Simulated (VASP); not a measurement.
A run of VASP 6.6.1:

The input INCAR:

```
SYSTEM = KF
ALGO = Normal
EDIFF = 1E-8
ENCUT = 520
GGA = PS
ISIF = 2
ISMEAR = -1
LASPH = .True.
LCHARG = .False.
LEFG = .True.
LREAL = .False.
LWAVE = .False.
NBANDS = 15
NELM = 80
PREC = Accurate
SIGMA = 0.01
```

File KPOINTS:

```
k-points
0
Gamma
  9 9 9
  0 0 0
```

File POSCAR:

```
KF
1.0
    0.0000000000      2.6645584616      2.6645584616
    2.6645584616      0.0000000000      2.6645584616
    2.6645584616      2.6645584616      0.0000000000
K F
1 1
Direct
    0.0000000000      0.0000000000      0.0000000000
    0.5000000000      0.5000000000      0.5000000000
```

Potentials or basis: VASP PAW PBE potentials, release 64 (K_sv, F).

Run with:

```console
$ cat potpaw_PBE.64/K_sv/POTCAR potpaw_PBE.64/F/POTCAR > POTCAR
$ mpirun -np 1 vasp_std > vasp.out
```

Hardware: 1 thread of Intel Xeon 8259CL (shared host).

**Question.** How long does it take, and how much memory?

**Answer.** Run time: 43 s on 1 thread of Intel Xeon 8259CL, with other jobs on the host, peak memory 0.16 GiB. Counts: scf iterations 16, k points 35.
